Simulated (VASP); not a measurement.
A run of VASP 6.6.1 is set up as follows.

INCAR

```
SYSTEM = Sr
ALGO = Normal
EDIFF = 1E-6
EDIFFG = -0.005
ENCUT = 600
GGA = PE
IBRION = 2
ISIF = 3
ISMEAR = 0
LASPH = .True.
LCHARG = .False.
LREAL = .False.
LWAVE = .False.
NELM = 60
NSW = 100
PREC = Accurate
SIGMA = 0.1
```

Contents of KPOINTS:

```
k-points
0
Gamma
  12 12 12
  0 0 0
```

The input POSCAR:

```
Sr
1.0
    0.0000000000      3.0423500000      3.0423500000
    3.0423500000      0.0000000000      3.0423500000
    3.0423500000      3.0423500000      0.0000000000
Sr
1
Direct
    0.0000000000      0.0000000000      0.0000000000
```

Potentials or basis: VASP PAW PBE potentials, release 64 (Sr_sv).

Command:

```sh
$ cat potpaw_PBE.64/Sr_sv/POTCAR > POTCAR
$ mpirun -np 1 vasp_std > vasp.out
```

(1) Estimate the relaxed volume.

(2) Predict the band gap on the k mesh.

## Answers

(1) 54.83 Å³/atom.

(2) zero (band 5 reaches 1.66 eV, above the bottom of band 6 at 1.60 eV).
